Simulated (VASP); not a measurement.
Set up this calculation in VASP 6.6.1, as the native input.

```
Task                   : single point
Functional             : r2SCAN
Potentials or basis    : VASP PAW PBE potentials, release 64 (Na_pv, H)
Cutoff                 : 520 eV
k mesh                 : 10 × 10 × 10
Occupations            : fermi-dirac, width 0.2 eV
Spin                   : no spin polarisation
Dipole correction      : no
Further INCAR settings : ALGO = Normal; EDIFF = 1e-07; NBANDS = 11
```

Crystal: NaH.

```xyz
2
Lattice="0.0000 2.3796 2.5783 2.3796 0.0000 2.5783 2.3796 2.3796 0.0000" Properties=species:S:1:pos:R:3 pbc="T T T"
Na    0.0000    0.0000    0.0000
H     2.3796    2.3796    2.5783
```

This cell differs from its parent crystal: volume 14.599 Å^3 an atom, c/a of the conventional cell 1.0835.

These files were run (other wordings do the same):

POSCAR

```
NaH
1.0
    0.0000000000      2.3795676950      2.5782615975
    2.3795676950      0.0000000000      2.5782615975
    2.3795676950      2.3795676950      0.0000000000
Na H
1 1
Direct
    0.0000000000      0.0000000000      0.0000000000
    0.5000000000      0.5000000000      0.5000000000
```

INCAR.step1

```
  PREC = Accurate
  ENCUT = 520
  ISMEAR = -1
  SIGMA = 0.2
  LREAL = F
  LASPH = T
  NELM = 100
  NBANDS = 11
  GGA = PE
  ALGO = Normal
  EDIFF = 1E-4
  LWAVE = T
  LCHARG = F
```

INCAR.step2

```
  PREC = Accurate
  ENCUT = 520
  EDIFF = 1E-7
  ISMEAR = -1
  SIGMA = 0.2
  LREAL = F
  LASPH = T
  NELM = 100
  ALGO = Normal
  ISIF = 2
  LWAVE = F
  LCHARG = F
  METAGGA = R2SCAN
  LMIXTAU = T
  NBANDS = 11
  ISTART = 1
```

KPOINTS

```
Automatic mesh
0
Gamma
  10 10 10
```

Potentials or basis: VASP PAW PBE potentials, release 64 (Na_pv, H).

The run is started by

```console
$ cat potpaw_PBE.64/Na_pv/POTCAR potpaw_PBE.64/H/POTCAR > POTCAR
$ cp INCAR.step1 INCAR
$ mpirun -np 1 vasp_std > vasp.out
$ cp INCAR.step2 INCAR
$ mpirun -np 1 vasp_std > vasp.out
```

It gave:

```yaml
Pressure: -1.2 GPa
Band_gap_on_the_k_mesh: 4.27 eV, indirect (least direct gap 4.95 eV)
```

Caveat: the PAW data sets were made with another functional, which shifts forces and pressure a little.

It took 49 s on 1 thread of Intel(R) Xeon(R) 6975P-C (Granite Rapids) (shared host), peak memory 0.17 GiB.
